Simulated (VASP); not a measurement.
# SiC (Cmc2_1) in VASP: further runs

Runs on SiC. Level: PBE. Tasks: electric field gradients.

Everything below comes from runs of VASP 6.6.1. Logs are shortened: lines on timing, memory, paths and dates and some standing lists are left out, and cuts for length are marked.

## Step 1: The cell of the first run

The typed cell holds 12 atoms: a = 3.080 Å, b = 3.080 Å, c = 14.971 Å, α = 90.00°, β = 90.00°, γ = 120.04°.

## Step 2: Electric field gradients, PBE (z stretched by -1 %)

The input, INCAR:

```
SYSTEM = SiC
PREC = Accurate ; ENCUT = 520
EDIFF = 1E-8 ; ISMEAR = -1
SIGMA = 0.02 ; LREAL = .False.
LASPH = .True. ; NELM = 60
ALGO = Normal ; ISIF = 2
LWAVE = .False. ; LCHARG = .False.
GGA = PE ; LEFG = .True.
NBANDS = 36
```

The input, KPOINTS:

```
Automatic mesh
0
Gamma
  10 10 2
  0 0 0
```

The input, POSCAR:

```
SiC
1.0
    1.5389000000     -2.6675000000      0.0000000000
    1.5389000000      2.6675000000      0.0000000000
    0.0000000000      0.0000000000     14.9706810000
Si C
6 6
Direct
    0.1666620629      0.8333379371      0.8577214520
    0.8333379371      0.1666620629      0.3577214520
    0.5001149255      0.4998850745      0.5245066742
    0.4998850745      0.5001149255      0.0245066742
    0.8334420064      0.1665579936      0.6912249935
    0.1665579936      0.8334420064      0.1912249935
    0.5001800041      0.4998199959      0.6498136389
    0.4998199959      0.5001800041      0.1498136389
    0.1666200943      0.8333799057      0.9826819952
    0.8333799057      0.1666200943      0.4826819952
    0.8333969748      0.1666030252      0.8161912462
    0.1666030252      0.8333969748      0.3161912462
```

Potentials or basis: VASP PAW PBE potentials, release 64 (Si, C).

Command:

```
cat potpaw_PBE.64/Si/POTCAR potpaw_PBE.64/C/POTCAR > POTCAR
mpirun -np 1 vasp_std > vasp.out
```

OUTCAR:

```text
SYSTEM = SiC
   PREC = Accurate
   ENCUT = 520
   EDIFF = 1E-8
   ISMEAR = -1
   LREAL = .False.
   LASPH = .True.
   NELM = 60
   ISIF = 2
   GGA = PE

 ion  position               nearest neighbor table
   1  0.167  0.833  0.858-   9 1.87  11 1.88  11 1.88  11 1.88   5 3.06   5 3.06   5 3.06   4 3.07
                             4 3.07   4 3.07
   2  0.833  0.167  0.358-  10 1.87  12 1.88  12 1.88  12 1.88   6 3.06   6 3.06   6 3.06   3 3.07
                             3 3.07   3 3.07
   3  0.500  0.500  0.525-   7 1.88  10 1.88  10 1.88  10 1.89   5 3.06   5 3.06   5 3.06   2 3.07
                             2 3.07   2 3.07
   4  0.500  0.500  0.025-   8 1.88   9 1.88   9 1.88   9 1.89   6 3.06   6 3.06   6 3.06   1 3.07
                             1 3.07   1 3.07
   5  0.833  0.167  0.691-  11 1.87   7 1.88   7 1.88   7 1.88   1 3.06   1 3.06   1 3.06   3 3.06
                             3 3.06   3 3.06
   6  0.167  0.833  0.191-  12 1.87   8 1.88   8 1.88   8 1.88   2 3.06   2 3.06   2 3.06   4 3.06
                             4 3.06   4 3.06
   7  0.500  0.500  0.650-   3 1.88   5 1.88   5 1.88   5 1.88
   8  0.500  0.500  0.150-   4 1.88   6 1.88   6 1.88   6 1.88
   9  0.167  0.833  0.983-   1 1.87   4 1.88   4 1.88   4 1.89
  10  0.833  0.167  0.483-   2 1.87   3 1.88   3 1.88   3 1.89
  11  0.833  0.167  0.816-   5 1.87   1 1.88   1 1.88   1 1.88
  12  0.167  0.833  0.316-   6 1.87   2 1.88   2 1.88   2 1.88

  LATTYP: Found a base centered orthorhombic cell.
 ALAT       =     3.0778000000
 B/A-ratio  =     1.7333809864
 C/A-ratio  =     4.8640850608

  Lattice vectors:

 A1 = (   1.5389000000,  -2.6675000000,   0.0000000000)
 A2 = (   1.5389000000,   2.6675000000,   0.0000000000)
 A3 = (   0.0000000000,   0.0000000000,  14.9706810000)

Analysis of symmetry for initial positions (statically):
=====================================================================
 Subroutine PRICEL returns:
 Original cell was already a primitive cell.

 Routine SETGRP: Setting up the symmetry group for a
 base centered orthorhombic supercell.

 Subroutine GETGRP returns: Found  4 space group operations
 (whereof  2 operations were pure point group operations)
 out of a pool of  8 trial point group operations.

The static configuration has the point symmetry C_1h.
 The point group associated with its full space group is C_2v.

Analysis of symmetry for dynamics (positions and initial velocities):
=====================================================================
 Subroutine PRICEL returns:
 Original cell was already a primitive cell.

 Routine SETGRP: Setting up the symmetry group for a
 base centered orthorhombic supercell.

 Subroutine GETGRP returns: Found  4 space group operations
 (whereof  2 operations were pure point group operations)
 out of a pool of  8 trial point group operations.

The dynamic configuration has the point symmetry C_1h.
 The point group associated with its full space group is C_2v.

 Subroutine INISYM returns: Found  4 space group operations
 (whereof  2 operations are pure point group operations),
 and found     1 'primitive' translations

----------------------------------------------------------------------------------------

                                     Primitive cell

  volume of cell :     122.9098

  direct lattice vectors                    reciprocal lattice vectors
     1.538900000 -2.667500000  0.000000000     0.324907401 -0.187441425  0.000000000
     1.538900000  2.667500000  0.000000000     0.324907401  0.187441425  0.000000000
     0.000000000  0.000000000 14.970681000     0.000000000  0.000000000  0.066797229

  length of vectors
     3.079572935  3.079572935 14.970681000     0.375098796  0.375098796  0.066797229

  position of ions in fractional coordinates (direct lattice)
[... 113 lines left out ...]
   EFERMI =   0.00;   METHOD = LEGACY
   ISMEAR =    -1;   SIGMA  =   0.02  broadening in eV -4-tet -1-fermi 0-gaus
   EFERMI_NEDOS =   21; number of points for ismear=-14 and -15
   IALGO  =     38    algorithm
   IMIX   =      4    mixing-type and parameters
     AMIX     =   0.40;   BMIX     =  1.00
     AMIX_MAG =   1.60;   BMIX_MAG =  1.00
  volume/ion in A,a.u.               =      10.24        69.12
  Fermi-wavevector in a.u.,A,eV,Ry     =   1.196630  2.261302 19.482491  1.431923
  Thomas-Fermi vector in A             =   2.332565
   LORBIT       =      0    0 simple, 1 ext, 2 COOP (PROOUT), +10 PAW based schemes
   GGA     = PE    functional components
   LHFCALC =     F    Hartree Fock is set to
   AEXX    =    0.0000 exact exchange contribution
   IVDW    =     0    specifies the selected vdW correction
   LEPSILON=     F    determine dielectric tensor
   LRPA    =     F    only Hartree local field effects (RPA)
 non-spin polarized calculation
  energy-cutoff  :      520.00
  volume of cell :      122.91
 maximum number of plane-waves:      3352
   NGX = 11   NGY = 11   NGZ = 55

 number of electron      48.0000000 magnetization

 Free energy of the ion-electron system (eV)
  ---------------------------------------------------
  ext. energy  EPLUGINS =         0.00000000
  ---------------------------------------------------
  free energy    TOTEN  =       -90.30933119 eV

  energy without entropy =      -90.30933119  energy(sigma->0) =      -90.30933119

 E-fermi :   8.6740     XC(G=0): -11.3981

 val. band max:        8.2622761067   @ k =   0.0000   0.0000   0.0000
 cond. band min:      10.2924987667   @ k =   0.5000   0.0000   0.0000
 fundamental gap:      2.0302226601
 Fermi energy:         8.6739886236

 k-point     1 :       0.0000    0.0000    0.0000
  band No.  band energies     occupation
      1      -7.2697      2.00000
      2      -6.7382      2.00000
      3      -6.6980      2.00000
      4      -5.1682      2.00000
      5      -5.1373      2.00000
      6      -3.5920      2.00000
[... 925 lines left out ...]
     35      17.1840      0.00000
     36      17.6661      0.00000

 [... further k-points ...]
[... 5 lines left out ...]
  --------------------------------------------------------------------------------------
  -------------------------------------------------------------------------------------
  Total        2.9711863      2.7423649      6.8829476      0.0000000      0.0000000      0.0000000
  in kB       38.7305880     35.7478107     89.7219424      0.0000000      0.0000000      0.0000000
  external PRESSURE =      54.7334471 kB  Pullay stress =       0.0000000 kB

 VOLUME and BASIS-vectors are now :
 -----------------------------------------------------------------------------
  energy-cutoff  :      520.00
  volume of cell :      122.91
      direct lattice vectors                 reciprocal lattice vectors
     1.538900000 -2.667500000  0.000000000     0.324907401 -0.187441425  0.000000000
     1.538900000  2.667500000  0.000000000     0.324907401  0.187441425  0.000000000
     0.000000000  0.000000000 14.970681000     0.000000000  0.000000000  0.066797229

 POSITION                                       TOTAL-FORCE (eV/Angst)
 -----------------------------------------------------------------------------------
      1.53890      1.77836     12.84067         0.000000     -0.000000     -0.110786
      1.53890     -1.77836      5.35533         0.000000      0.000000     -0.110786
      1.53890     -0.00061      7.85222         0.000000     -0.000232     -0.099676
      1.53890      0.00061      0.36688         0.000000      0.000232     -0.099676
      1.53890     -1.77891     10.34811         0.000000      0.000005     -0.111891
      1.53890      1.77891      2.86277         0.000000     -0.000005     -0.111891
      1.53890     -0.00096      9.72815         0.000000     -0.000145      0.110664
      1.53890      0.00096      2.24281         0.000000      0.000145      0.110664
      1.53890      1.77858     14.71142         0.000000      0.000059      0.102255
      1.53890     -1.77858      7.22608         0.000000     -0.000059      0.102255
      1.53890     -1.77867     12.21894         0.000000     -0.000041      0.109434
      1.53890      1.77867      4.73360         0.000000      0.000041      0.109434
 -----------------------------------------------------------------------------------
    total drift:                               -0.000000     -0.000000     -0.000193

  FREE ENERGIE OF THE ION-ELECTRON SYSTEM (eV)
  ---------------------------------------------------
  free  energy   TOTEN  =       -90.3093311867 eV

  energy  without entropy=      -90.3093311867  energy(sigma->0) =      -90.30933119

 Electric field gradients (V/A^2)
---------------------------------------------------------------------
 ion       V_xx      V_yy      V_zz      V_xy      V_xz      V_yz
---------------------------------------------------------------------
   1       0.563     0.608    -1.171     0.000    -0.000    -0.084
   2       0.563     0.608    -1.171    -0.000    -0.000     0.084
   3       1.924     1.967    -3.891     0.000     0.000     0.084
   4       1.924     1.967    -3.891     0.000    -0.000    -0.084
   5       0.291     0.333    -0.624    -0.000     0.000    -0.081
   6       0.291     0.333    -0.624    -0.000     0.000     0.081
   7      -0.427    -0.296     0.723     0.000     0.000    -0.003
   8      -0.427    -0.296     0.723     0.000     0.000     0.003
   9       0.414     0.541    -0.956     0.000     0.000    -0.006
  10       0.414     0.541    -0.956    -0.000     0.000     0.006
  11       0.592     0.718    -1.310    -0.000     0.000    -0.006
  12       0.592     0.718    -1.310     0.000     0.000     0.006
---------------------------------------------------------------------

 Electric field gradients after diagonalization (V/A^2)
 (convention: |V_zz| > |V_xx| > |V_yy|)
----------------------------------------------------------------------
 ion       V_xx      V_yy      V_zz     asymmetry (V_yy - V_xx)/ V_zz
----------------------------------------------------------------------
   1       0.612     0.563    -1.175       0.042
   2       0.612     0.563    -1.175       0.042
   3       1.968     1.924    -3.893       0.011
   4       1.968     1.924    -3.893       0.011
   5       0.339     0.291    -0.631       0.076
   6       0.339     0.291    -0.631       0.076
   7      -0.427    -0.296     0.723       0.182
   8      -0.427    -0.296     0.723       0.182
   9       0.541     0.414    -0.956       0.133
  10       0.541     0.414    -0.956       0.133
  11       0.718     0.592    -1.310       0.097
  12       0.718     0.592    -1.310       0.097
----------------------------------------------------------------------

           NMR quadrupolar parameters

 Cq : quadrupolar parameter    Cq=e*Q*V_zz/h
 eta: asymmetry parameters     (V_yy - V_xx)/ V_zz
 Q  : nuclear electric quadrupole moment in mb (millibarn)
----------------------------------------------------------------------
 ion       Cq(MHz)       eta       Q (mb)
----------------------------------------------------------------------
   1      -0.003       0.042       1.000
   2      -0.003       0.042       1.000
   3      -0.009       0.011       1.000
   4      -0.009       0.011       1.000
   5      -0.002       0.076       1.000
   6      -0.002       0.076       1.000
   7       0.002       0.182       1.000
   8       0.002       0.182       1.000
   9      -0.002       0.133       1.000
  10      -0.002       0.133       1.000
  11      -0.003       0.097       1.000
  12      -0.003       0.097       1.000
----------------------------------------------------------------------
```

Run time: 4.8 min. Hardware: 1 thread of Intel Xeon Platinum 8259CL at 2.50GHz (Skylake/Cascade Lake), shared host; peak memory 0.35 GiB.

Results:

```yaml
Free_energy: -90.3093 eV
Pressure: 5.5 GPa
Largest_force: 0.112 eV/Å
Band_gap_on_the_k_mesh: 2.03 eV (least direct gap 3.11 eV)
Largest_electric_field_gradient_by_atom: Si -1.2, -3.9, -0.6 (each value once); C +0.7, -1.0, -1.3 (each value once) V/Å²
```

Forces on the atoms (eV/Å):
```
Si   0.000  0.000 -0.111
Si   0.000  0.000 -0.111
Si   0.000  0.000 -0.100
Si   0.000  0.000 -0.100
Si   0.000  0.000 -0.112
Si   0.000  0.000 -0.112
C    0.000  0.000  0.111
C    0.000  0.000  0.111
C    0.000  0.000  0.102
C    0.000  0.000  0.102
C    0.000  0.000  0.109
C    0.000  0.000  0.109
```

Levels at points of the mesh, in eV from the valence-band top:
```
           k point  band 20  band 21  band 22  band 23  band 24  band 25  band 26  band 27  band 28  band 29
(0.00, 0.00, 0.00)    -0.33    -0.32    -0.01    -0.01     0.00     5.13     5.31     5.74     6.25     6.46
(0.50, 0.00, 0.00)    -2.24    -1.83    -1.80    -1.65    -1.09     2.03     2.19     3.19     3.94     4.64
(0.50, 0.50, 0.00)    -2.24    -1.82    -1.79    -1.65    -1.08     2.04     2.20     3.20     3.94     4.64
(0.00, 0.00, 0.50)    -0.67    -0.11    -0.11    -0.11    -0.11     5.20     5.20     5.97     5.97     6.70
(0.50, 0.00, 0.50)    -2.39    -1.69    -1.69    -1.30    -1.30     2.06     2.06     3.43     3.43     4.89
(0.50, 0.50, 0.50)    -2.38    -1.69    -1.69    -1.29    -1.29     2.07     2.07     3.44     3.44     4.90
```

Electric field gradients, principal values (V/Å²):
| atom | least | middle | greatest (by size) |
| --- | --- | --- | --- |
| 1 Si | 0.563 | 0.612 | -1.175 |
| 2 Si | 0.563 | 0.612 | -1.175 |
| 3 Si | 1.924 | 1.968 | -3.893 |
| 4 Si | 1.924 | 1.968 | -3.893 |
| 5 Si | 0.291 | 0.339 | -0.631 |
| 6 Si | 0.291 | 0.339 | -0.631 |
| 7 C | -0.296 | -0.427 | 0.723 |
| 8 C | -0.296 | -0.427 | 0.723 |
| 9 C | 0.414 | 0.541 | -0.956 |
| 10 C | 0.414 | 0.541 | -0.956 |
| 11 C | 0.592 | 0.718 | -1.310 |
| 12 C | 0.592 | 0.718 | -1.310 |

Caveat: the cell differs from its parent crystal (z stretched by -1 %); the stress differs along the axes, from 4 to 9 GPa; without QUAD_EFG the Cq values of the log hold for a quadrupole moment of 1 mb, not for the nuclei. A k mesh can miss the band edges.

[end of part 1 of 2]
